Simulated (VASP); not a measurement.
# TiSi16 (a cell with a defect) in VASP: a series of runs

The runs below take TiSi16 (a cell with a defect) through single point, with PBEsol.

Program: VASP 6.6.1. These are calculated values, not measurements. Logs are shortened: lines on timing, memory, paths and dates and some standing lists are left out, and cuts for length are marked.

### 1 The cell of the first run

The cell holds a defect, 17 atoms: a = 7.679 Å, b = 7.679 Å, c = 7.679 Å, α = 60.00°, β = 60.00°, γ = 60.00°.

### 2 Single point, PBEsol

INCAR reads:

```
SYSTEM = TiSi16
  ALGO = Normal
  EDIFF = 1E-6
  ENCUT = 520
  GGA = PS
  ISIF = 2
  ISMEAR = 0
  LASPH = .TRUE.
  LCHARG = .FALSE.
  LREAL = Auto
  LWAVE = .FALSE.
  NBANDS = 52
  NELM = 60
  PREC = Accurate
  SIGMA = 0.05
```

KPOINTS reads:

```
k-points
0
G
  2 2 2
  0 0 0
```

POSCAR reads:

```
TiSi16
1.0
    0.0000000000      5.4300000000      5.4300000000
    5.4300000000      0.0000000000      5.4300000000
    5.4300000000      5.4300000000      0.0000000000
Si Ti
16 1
Direct
   -0.0098058932      0.0329561694     -0.0114758748
    0.1281536832      0.1353744936      0.1269669429
    0.0102325046     -0.0107691529      0.5003104052
    0.1281280847      0.1353557090      0.6096529466
    0.0068814917      0.5124072744      0.0075411602
    0.1099934622      0.6685011971      0.1105975138
    0.0068463168      0.5123183241      0.4728697053
    0.1468967772      0.6154750460      0.6185643646
    0.5014347145     -0.0106588398      0.0089781768
    0.6109017495      0.1354148250      0.1268822284
    0.5014235727     -0.0105885820      0.5003213628
    0.6399796501      0.0827829650      0.6386875691
    0.4727865562      0.5124023941      0.0071742173
    0.6179859116      0.6157129834      0.1472558932
    0.5144796501      0.4550463168      0.5149512891
    0.6179501842      0.6157807551      0.6184976980
    0.8584208103      0.4233497238      0.8589139963
```

Potentials or basis: VASP PAW PBE potentials, release 64 (Si, Ti_sv).

Started as:

```sh
cat potpaw_PBE.64/Si/POTCAR potpaw_PBE.64/Ti_sv/POTCAR > POTCAR
mpirun -np 1 vasp_std > vasp.out
```

OUTCAR:

```text
SYSTEM = TiSi16
   EDIFF = 1E-6
   ENCUT = 520
   GGA = PS
   ISIF = 2
   ISMEAR = 0
   LASPH = .TRUE.
   LREAL = Auto
   NELM = 60
   PREC = Accurate

 ion  position               nearest neighbor table
   1  0.990  0.033  0.989-   6 2.29   2 2.38   4 2.38  10 2.38  17 2.45
   2  0.128  0.135  0.127-   9 2.35   3 2.35   5 2.37   1 2.38  17 2.92
   3  0.010  0.989  0.500-  12 2.33   8 2.34   2 2.35   4 2.35
   4  0.128  0.135  0.610-  11 2.35   3 2.35   7 2.36   1 2.38  17 2.92
   5  0.007  0.512  0.008-   6 2.28   2 2.37  17 2.44  14 2.44   8 2.45
   6  0.110  0.669  0.111-   5 2.28   7 2.28   1 2.29  13 2.29
   7  0.007  0.512  0.473-   6 2.28   4 2.36  17 2.43  16 2.44   8 2.44
   8  0.147  0.615  0.619-  15 2.32   3 2.34   7 2.44   5 2.45  17 2.64
   9  0.501  0.989  0.009-  12 2.33  14 2.34   2 2.35  10 2.35
  10  0.611  0.135  0.127-  11 2.35   9 2.35  13 2.37   1 2.38  17 2.91
  11  0.501  0.989  0.500-  12 2.33  16 2.34   4 2.35  10 2.35
  12  0.640  0.083  0.639-   3 2.33   9 2.33  11 2.33  15 2.33
  13  0.473  0.512  0.007-   6 2.29  10 2.37  17 2.43  14 2.44  16 2.44
  14  0.618  0.616  0.147-  15 2.32   9 2.34  13 2.44   5 2.44  17 2.64
  15  0.514  0.455  0.515-   8 2.32  14 2.32  16 2.32  12 2.33
  16  0.618  0.616  0.618-  15 2.32  11 2.34  13 2.44   7 2.44  17 2.64
  17  0.858  0.423  0.859-  13 2.43   7 2.43   5 2.44   1 2.45   8 2.64  14 2.64  16 2.64  10 2.91
                             4 2.92   2 2.92

  LATTYP: Found a face centered cubic cell.
 ALAT       =    10.8600000000

  Lattice vectors:

 A1 = (   0.0000000000,   5.4300000000,   5.4300000000)
 A2 = (   5.4300000000,   0.0000000000,   5.4300000000)
 A3 = (   5.4300000000,   5.4300000000,   0.0000000000)

Analysis of symmetry for initial positions (statically):
=====================================================================
 Subroutine PRICEL returns:
 Original cell was already a primitive cell.

 Routine SETGRP: Setting up the symmetry group for a
 face centered cubic supercell.

 Subroutine GETGRP returns: Found  1 space group operations
 (whereof  1 operations were pure point group operations)
 out of a pool of 48 trial point group operations.

The static configuration has the point symmetry C_1 .

Analysis of symmetry for dynamics (positions and initial velocities):
=====================================================================
 Subroutine PRICEL returns:
 Original cell was already a primitive cell.

 Routine SETGRP: Setting up the symmetry group for a
 face centered cubic supercell.

 Subroutine GETGRP returns: Found  1 space group operations
[... 123 lines left out ...]
   ISYM   =      2    0-nonsym 1-usesym 2-fastsym
   POTIM  = 0.5000    time-step for ionic-motion
   TEBEG  =    0.0;   TEEND  =   0.0 temperature during run
   PSTRESS=    0.0 pullay stress
   NELECT =      76.0000    total number of electrons
   NUPDOWN=      -1.0000    fix difference up-down
   EMIN   =  10.00;   EMAX   =-10.00  energy-range for DOS
   EFERMI =   0.00;   METHOD = LEGACY
   ISMEAR =     0;   SIGMA  =   0.05  broadening in eV -4-tet -1-fermi 0-gaus
   EFERMI_NEDOS =   21; number of points for ismear=-14 and -15
   IALGO  =     38    algorithm
   IMIX   =      4    mixing-type and parameters
     AMIX     =   0.40;   BMIX     =  1.00
     AMIX_MAG =   1.60;   BMIX_MAG =  1.00
  volume/ion in A,a.u.               =      18.84       127.11
  Fermi-wavevector in a.u.,A,eV,Ry     =   1.013607  1.915439 13.978610  1.027399
  Thomas-Fermi vector in A             =   2.146786
   LORBIT       =      0    0 simple, 1 ext, 2 COOP (PROOUT), +10 PAW based schemes
   GGA     = PS    functional components
   LHFCALC =     F    Hartree Fock is set to
   AEXX    =    0.0000 exact exchange contribution
   IVDW    =     0    specifies the selected vdW correction
   LEPSILON=     F    determine dielectric tensor
   LRPA    =     F    only Hartree local field effects (RPA)
 non-spin polarized calculation
 Gauss-broadening in eV      SIGMA  =   0.05
  energy-cutoff  :      520.00
  volume of cell :      320.21
 maximum number of plane-waves:      8646
 NGX is ok and might be reduce to    60
   NGX = 29   NGY = 29   NGZ = 29

 number of electron      75.9999998 magnetization

 Free energy of the ion-electron system (eV)
  ---------------------------------------------------
  ext. energy  EPLUGINS =         0.00000000
  ---------------------------------------------------
  free energy    TOTEN  =       -97.99259411 eV

  energy without entropy =      -97.96706125  energy(sigma->0) =      -97.97982768

 E-fermi :   6.7757     XC(G=0):  -9.8905

 val. band max:        6.7489222003   @ k =   0.0000   0.0000   0.0000
 cond. band min:       6.7814024972   @ k =   0.5000   0.5000   0.5000
 fundamental gap:      0.0324802969
 Fermi energy:         6.7757382663

 k-point     1 :       0.0000    0.0000    0.0000
  band No.  band energies     occupation
      1     -49.7389      2.00000
      2     -26.2321      2.00000
      3     -26.2024      2.00000
      4     -26.2014      2.00000
      5      -5.7700      2.00000
      6      -3.5553      2.00000
[... 413 lines left out ...]
     49       9.7666      0.00000
     50      10.3767      0.00000
 [bands above 50 left out]

------------------------ aborting loop because EDIFF is reached ----------------------------------------

  FORCE on cell =-STRESS in cart. coord.  units (eV):
  Direction    XX          YY          ZZ          XY          YZ          ZX
  --------------------------------------------------------------------------------------
  -------------------------------------------------------------------------------------
  Total        3.6054474      3.5821781      3.6865798      0.2374019      0.2410908     -0.2430810
  in kB       18.0401550     17.9237250     18.4461078      1.1878602      1.2063179     -1.2162760
  external PRESSURE =      18.1366626 kB  Pullay stress =       0.0000000 kB

 VOLUME and BASIS-vectors are now :
 -----------------------------------------------------------------------------
  energy-cutoff  :      520.00
  volume of cell :      320.21
      direct lattice vectors                 reciprocal lattice vectors
     0.000000000  5.430000000  5.430000000    -0.092081031  0.092081031  0.092081031
     5.430000000  0.000000000  5.430000000     0.092081031 -0.092081031  0.092081031
     5.430000000  5.430000000  0.000000000     0.092081031  0.092081031 -0.092081031

 POSITION                                       TOTAL-FORCE (eV/Angst)
 -----------------------------------------------------------------------------------
      5.54664     10.74444      5.55571        -0.178830      0.177493     -0.189047
      1.42451      1.38530      1.43096         0.079069     -0.042566      0.072976
      8.08821      2.77225      5.42709         0.065836     -0.066817      0.029336
      4.04540      4.00615      1.43072         0.037837     -0.077884      0.071772
      2.82332      0.07831      2.81974         0.020585     -0.341366      0.021622
      4.23051      1.19781      4.22723        -0.072740      0.072984     -0.041064
[... 9 lines left out ...]
      6.70213      6.71391      6.69916         0.082886      0.051787      0.094719
      6.96269      9.32513      6.96001        -0.823238      0.827416     -0.788731
 -----------------------------------------------------------------------------------
    total drift:                                0.006737     -0.009064      0.003740

  FREE ENERGIE OF THE ION-ELECTRON SYSTEM (eV)
  ---------------------------------------------------
  free  energy   TOTEN  =       -97.9925941147 eV

  energy  without entropy=      -97.9670612548  energy(sigma->0) =      -97.97982768
```

OSZICAR:

```text
N       E                     dE             d eps       ncg     rms          rms(c)
DAV:   1     0.333887835208E+03    0.33389E+03   -0.30829E+04   848   0.126E+03
DAV:   2    -0.639854415029E+02   -0.39787E+03   -0.37852E+03   964   0.248E+02
DAV:   3    -0.987373320465E+02   -0.34752E+02   -0.33826E+02  1216   0.657E+01
DAV:   4    -0.101236283805E+03   -0.24990E+01   -0.24684E+01  1320   0.154E+01
DAV:   5    -0.101290881436E+03   -0.54598E-01   -0.54267E-01  1080   0.209E+00    0.190E+01
DAV:   6    -0.100480574573E+03    0.81031E+00   -0.17180E+01  1156   0.206E+01    0.154E+01
DAV:   7    -0.988683306664E+02    0.16122E+01   -0.22934E+01  1132   0.248E+01    0.957E+00
DAV:   8    -0.981030839708E+02    0.76525E+00   -0.16436E+00  1012   0.575E+00    0.297E+00
DAV:   9    -0.979933269885E+02    0.10976E+00   -0.44727E-01  1232   0.280E+00    0.614E-01
DAV:  10    -0.979922265078E+02    0.11005E-02   -0.26304E-02  1080   0.608E-01    0.414E-01
DAV:  11    -0.979926226446E+02   -0.39614E-03   -0.48314E-03  1008   0.282E-01    0.199E-01
DAV:  12    -0.979925903662E+02    0.32278E-04   -0.10099E-03  1056   0.149E-01    0.632E-02
DAV:  13    -0.979925924698E+02   -0.21036E-05   -0.10130E-04  1024   0.438E-02    0.284E-02
DAV:  14    -0.979925932375E+02   -0.76765E-06   -0.32337E-05  1064   0.250E-02    0.883E-03
DAV:  15    -0.979925943658E+02   -0.11283E-05   -0.39914E-06   936   0.759E-03    0.299E-03
DAV:  16    -0.979925941147E+02    0.25115E-06   -0.60686E-07   536   0.345E-03
   1 F= -.97992594E+02 E0= -.97979828E+02  d E =-.255329E-01
```

stdout:

```text
POSCAR found type information on POSCAR SiTi
 POSCAR found :  2 types and      17 ions
 scaLAPACK will be used
 -----------------------------------------------------------------------------
|                                                                             |
|                                                                             |
|     You enforced a specific xc type in the INCAR file but a different       |
|     I HOPE YOU KNOW WHAT YOU ARE DOING!                                     |
|                                                                             |
 -----------------------------------------------------------------------------

 LDA part: xc-table for (Slater+PW92), standard interpolation
 POSCAR, INCAR and KPOINTS ok, starting setup
 FFT: planning ... GRIDC
 FFT: planning ... GRID_SOFT
 FFT: planning ... GRID
 WAVECAR not read
 entering main loop
```

It took 3 min on 1 thread of AMD EPYC 9R45 (Zen 5), shared host; peak memory 0.46 GiB.

What came out:

| Property | Result |
| --- | --- |
| Free energy | -97.9926 eV |
| Pressure | 1.8 GPa |
| Largest force | 1.409 eV/Å |
| Band gap on the k mesh | zero (bands 38 and 39 overlap by 0.29 eV) |

Forces on the atoms (eV/Å):
```
Si  -0.179  0.177 -0.189
Si   0.079 -0.043  0.073
Si   0.066 -0.067  0.029
Si   0.038 -0.078  0.072
Si   0.021 -0.341  0.022
Si  -0.073  0.073 -0.041
Si   0.338 -0.025  0.025
Si   0.095 -0.090 -0.050
Si   0.030 -0.067  0.068
Si   0.070 -0.070  0.025
Si   0.065 -0.029  0.067
Si   0.102 -0.104  0.094
Si   0.056 -0.058  0.309
Si  -0.049 -0.080  0.097
Si   0.082 -0.076  0.094
Si   0.083  0.052  0.095
Ti  -0.823  0.827 -0.789
```

Stress tensor (GPa, compression positive):
```
 1.80  0.12 -0.12
 0.12  1.79  0.12
-0.12  0.12  1.84
```

Caveat: the k points lie up to 0.50 Å⁻¹ apart; the PAW data sets were made with another functional, which shifts forces and pressure a little.

### 3 Single point, PBEsol

INCAR reads:

```
PREC = Accurate
ENCUT = 520
EDIFF = 1E-6
ISMEAR = 0
SIGMA = 0.05
LREAL = Auto
LASPH = T
NELM = 100
ALGO = Normal
ISIF = 2
LWAVE = F
LCHARG = F
GGA = PS
NBANDS = 52
```

KPOINTS reads:

```
regular mesh
0
Gamma
  2 2 2
```

POSCAR reads:

```
TiSi16
1.0
    0.0000000000      5.4300000000      5.4300000000
    5.4300000000      0.0000000000      5.4300000000
    5.4300000000      5.4300000000      0.0000000000
Si Ti
16 1
Direct
   -0.0142971455      0.0459255064     -0.0157205341
    0.1274598527      0.1349797422      0.1263771639
    0.0118941068     -0.0117230203      0.4999578269
    0.1274471455      0.1349876611      0.6113108656
    0.0122357274      0.5077379374      0.0127097606
    0.1079944751      0.6742815838      0.1086486188
    0.0122258748      0.5076761510      0.4669717311
    0.1511689687      0.6151430018      0.6166275322
    0.5010502762     -0.0115425414      0.0105841621
    0.6124168508      0.1351914365      0.1262516575
    0.5010769797     -0.0115488029      0.5000224678
    0.6414294659      0.0784042357      0.6401543278
    0.4663584715      0.5079015654      0.0126577348
    0.6160392265      0.6154025783      0.1516057090
    0.5158023941      0.4514574586      0.5161373849
    0.6160287293      0.6154027624      0.6165077348
    0.8402343462      0.4774488950      0.8409089319
```

Potentials or basis: VASP PAW PBE potentials, release 64 (Si, Ti_sv).

Started as:

```sh
cat potpaw_PBE.64/Si/POTCAR potpaw_PBE.64/Ti_sv/POTCAR > POTCAR
mpirun -np 1 vasp_std > vasp.out
```

OUTCAR:

```text
PREC = Accurate
   ENCUT = 520
   EDIFF = 1E-6
   ISMEAR = 0
   LREAL = Auto
   LASPH = T
   NELM = 100
   ISIF = 2
   GGA = PS

 ion  position               nearest neighbor table
   1  0.986  0.046  0.984-   6 2.33   2 2.35   4 2.35  10 2.35  17 2.71
   2  0.127  0.135  0.126-   5 2.34   9 2.35   3 2.35   1 2.35
   3  0.012  0.988  0.500-  12 2.33   8 2.34   2 2.35   4 2.35
   4  0.127  0.135  0.611-   7 2.34   3 2.35  11 2.35   1 2.35
[... 649 lines left out ...]
  Total        5.1629893      5.1504970      5.1893840      1.0793481      1.0534943     -1.0527922
  in kB       25.8334449     25.7709387     25.9655128      5.4006077      5.2712458     -5.2677329
  external PRESSURE =      25.8566321 kB  Pullay stress =       0.0000000 kB

 VOLUME and BASIS-vectors are now :
 -----------------------------------------------------------------------------
  energy-cutoff  :      520.00
  volume of cell :      320.21
      direct lattice vectors                 reciprocal lattice vectors
     0.000000000  5.430000000  5.430000000    -0.092081031  0.092081031  0.092081031
     5.430000000  0.000000000  5.430000000     0.092081031 -0.092081031  0.092081031
     5.430000000  5.430000000  0.000000000     0.092081031  0.092081031 -0.092081031

 POSITION                                       TOTAL-FORCE (eV/Angst)
 -----------------------------------------------------------------------------------
      5.59401     10.69700      5.60174         0.030638     -0.029696      0.027854
      1.41917      1.37834      1.42505         0.092224     -0.033733      0.091163
      8.08111      2.77936      5.43093         0.072522     -0.072265      0.012933
      4.05240      4.01146      1.42502         0.031726     -0.090864      0.090631
      2.82603      0.13545      2.82346         0.118330     -0.124732      0.117808
      4.25131      1.17637      4.24776         0.101815     -0.094430      0.099928
[... 9 lines left out ...]
      6.68927      6.69267      6.68667         0.090013      0.076617      0.093714
      7.15868      9.12861      7.15502        -1.148172      1.146937     -1.149184
 -----------------------------------------------------------------------------------
    total drift:                               -0.000423     -0.005319      0.006596

  FREE ENERGIE OF THE ION-ELECTRON SYSTEM (eV)
  ---------------------------------------------------
  free  energy   TOTEN  =       -97.2574489084 eV

  energy  without entropy=      -97.2431415990  energy(sigma->0) =      -97.25029525
```

stdout:

```text
POSCAR found type information on POSCAR SiTi
 POSCAR found :  2 types and      17 ions
 scaLAPACK will be used
 -----------------------------------------------------------------------------
|                                                                             |
|                                                                             |
|     You enforced a specific xc type in the INCAR file but a different       |
|     I HOPE YOU KNOW WHAT YOU ARE DOING!                                     |
|                                                                             |
 -----------------------------------------------------------------------------

 LDA part: xc-table for (Slater+PW92), standard interpolation
 POSCAR, INCAR and KPOINTS ok, starting setup
 FFT: planning ... GRIDC
 FFT: planning ... GRID_SOFT
 FFT: planning ... GRID
 WAVECAR not read
 entering main loop
```

Wall time 3.1 min (1 thread of AMD EPYC 9R45 (Zen 5), shared host); peak memory 0.44 GiB.

Results:

```yaml
Free_energy: -97.2574 eV
Pressure: 2.6 GPa
Largest_force: 1.989 eV/Å
Band_gap_on_the_k_mesh: zero (bands 38 and 39 overlap by 0.31 eV)
```

Forces in eV/Å, atoms in the order of the input:
```
Si   0.031 -0.030  0.028
Si   0.092 -0.034  0.091
Si   0.073 -0.072  0.013
Si   0.032 -0.091  0.091
Si   0.118 -0.125  0.118
Si   0.102 -0.094  0.100
Si   0.119 -0.127  0.126
Si   0.090 -0.086 -0.077
Si   0.015 -0.072  0.075
Si   0.096 -0.095  0.032
Si   0.072 -0.015  0.075
Si   0.123 -0.124  0.121
Si   0.126 -0.126  0.118
Si  -0.079 -0.088  0.095
Si   0.048 -0.045  0.050
Si   0.090  0.077  0.094
Ti  -1.148  1.147 -1.149
```

Stress tensor (GPa, compression positive):
```
 2.58  0.54 -0.53
 0.54  2.58  0.53
-0.53  0.53  2.60
```

Levels at points of the mesh, in eV from the Fermi level:
| k point | band 34 | band 35 | band 36 | band 37 | band 38 | band 39 | band 40 | band 41 | band 42 | band 43 |
| --- | --- | --- | --- | --- | --- | --- | --- | --- | --- | --- |
| (0.00, 0.00, 0.00) | -1.15 | -1.14 | -0.68 | -0.57 | -0.25 | -0.25 | -0.08 | -0.07 | 0.08 | 0.45 |
| (0.50, 0.00, 0.00) | -1.61 | -1.33 | -1.24 | -0.37 | -0.01 | 0.15 | 0.61 | 0.61 | 0.74 | 0.85 |
| (0.00, 0.50, 0.00) | -2.11 | -1.30 | -1.29 | -0.21 | -0.21 | -0.17 | 0.70 | 0.70 | 0.72 | 1.23 |
| (0.00, 0.00, 0.50) | -1.61 | -1.33 | -1.24 | -0.37 | -0.01 | 0.15 | 0.60 | 0.62 | 0.74 | 0.86 |
| (0.50, 0.50, 0.50) | -1.61 | -1.33 | -1.24 | -0.37 | -0.01 | 0.15 | 0.60 | 0.62 | 0.74 | 0.86 |
| (0.50, 0.50, 0.00) | -2.01 | -1.81 | -1.74 | -0.25 | 0.06 | 0.30 | 0.61 | 0.91 | 1.00 | 1.38 |
| (0.00, 0.50, 0.50) | -2.01 | -1.81 | -1.74 | -0.26 | 0.05 | 0.30 | 0.62 | 0.91 | 1.00 | 1.39 |
| (0.50, 0.00, 0.50) | -2.01 | -1.81 | -1.74 | -0.26 | 0.05 | 0.30 | 0.62 | 0.91 | 0.99 | 1.39 |

Caveat: the k points lie up to 0.50 Å⁻¹ apart; the PAW data sets were made with another functional, which shifts forces and pressure a little.

(Continued in part 2 of 2.)
